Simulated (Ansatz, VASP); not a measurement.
# Sn2PdAu: VASP beside Ansatz

```
Sn Pd Au
1.0
     4.16302    0.00000    0.00000
    -2.08151    3.60528    0.00000
     0.00000    0.00000    5.69830
Sn Pd Au
2 1 1
Direct
  0.33333 0.66667 0.23547
  0.66667 0.33333 0.76453
  0.00000 0.00000 0.00000
  0.00000 0.00000 0.50000
```

Alike in both runs: task single point; functional LDA; k mesh 7 × 7 × 5; no spin polarisation.

|  | VASP | Ansatz |
| --- | --- | --- |
| version | VASP 6.6.1 | Ansatz 0.2.0 |
| potentials or method | VASP PAW LDA potentials, release 64 (Sn_d, Pd, Au) | plane waves, PAW |
| plane-wave cutoff (eV) | 520 | 420 |
| occupations | gaussian, width 0.1 eV | gaussian |
| valence electrons in the cell | 49 | 65 |

|  | VASP | Ansatz | Ansatz less VASP |
| --- | --- | --- | --- |
| gap on the k mesh at the Fermi level (eV) | none | none | - |
| pressure (GPa) | -4.9 | -5.1 | -0.19 |
| traceless stress, the component that is largest in VASP (GPa) | -0.91 | -0.88 | +0.032 |
| rms of the force components (eV/Å) | 0.014 | 0.014 | -0.0005 |

LDA's correlation is that of Perdew and Zunger in VASP and of Perdew and Wang (1992) in Ansatz. Atom by atom the forces differ by 0.001 eV/Å (rms over components). A gap of «none» marks a metal or a gap that the smearing closes. VASP's potentials hold 49 valence electrons a cell and Ansatz's 65, so a difference there can come from the potentials and not from the codes.

Neither program's run includes spin-orbit coupling.
